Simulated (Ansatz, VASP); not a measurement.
# Two plane-wave programs on Be

```
Be
1.0
     3.56083    0.00000    0.00000
    -1.78041    3.08377    0.00000
     0.00000    0.00000    2.18340
Be
3
Direct
  0.00000 0.00000 0.00000
  0.33333 0.66667 0.50000
  0.66667 0.33333 0.50000
```

Alike in both runs: functional PBEsol; k mesh 10 × 10 × 14; occupations fermi-dirac, width 0.1 eV; no spin polarisation.

Ansatz relaxed the structure, and its values are those at the end. VASP's run is a single point on that final structure, the one shown.

|  | VASP | Ansatz |
| --- | --- | --- |
| version | VASP 6.6.1 | Ansatz 0.2.0 |
| potentials or method | VASP PAW PBE potentials, release 64 (Be), cutoff 520 eV | plane waves (420 eV) with PAW, scalar-relativistic |
| valence electrons in the cell | 6 | 6 |

VASP gave:

- pressure (GPa): 0.3

**Question.** Estimate Ansatz's values.

**Answer.** Pressure (GPa): 0.0.

VASP's potentials were made for PBE, not for PBEsol, and Ansatz warns of the same on its side.
